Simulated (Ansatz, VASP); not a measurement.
## Two plane-wave programs on Al3Ni5

```xyz
8
Lattice="3.2933 -3.6919 0.0000 3.2933 3.6919 0.0000 0.0000 0.0000 3.7204" Properties=species:S:1:pos:R:3 pbc="T T T"
Al    3.2933   -0.0333    0.0000
Al    3.2933   -2.0652    1.8602
Al    3.2933    2.0652    1.8602
Ni    0.0000    0.0000    0.0000
Ni    1.6467    1.8460    0.0000
Ni    1.6467   -1.8460    0.0000
Ni    1.8195    0.0000    1.8602
Ni    4.7672    0.0000    1.8602
```

Alike in both runs: task single point; functional PBEsol; k mesh 8 × 8 × 10; occupations gaussian, width 0.15 eV; no spin polarisation.

```csv
,VASP,Ansatz
version,VASP 6.6.1,Ansatz 0.2.0
potentials or method,"VASP PAW PBE potentials, release 64 (Al, Ni), cutoff 520 eV","scalar-relativistic, plane waves, PAW"
valence electrons in the cell,59,99
```

VASP gave:

* gap on the k mesh at the Fermi level (eV): none
* pressure (GPa): 0.3
* traceless stress, the component that is largest in VASP (GPa): -0.24
* rms of the force components (eV/Å): 0.069

Problem. What did Ansatz give for the same quantities?

Solution. gap on the k mesh at the Fermi level (eV): none; pressure (GPa): 0.0; traceless stress, the component that is largest in VASP (GPa): -0.09; rms of the force components (eV/Å): 0.068.

VASP's potentials were made for PBE, not for PBEsol. Atom by atom the forces differ by 0.003 eV/Å (rms over components). A gap of «none» marks a metal or a gap that the smearing closes. VASP's potentials hold 59 valence electrons a cell and Ansatz's 99, so a difference there can come from the potentials and not from the codes.
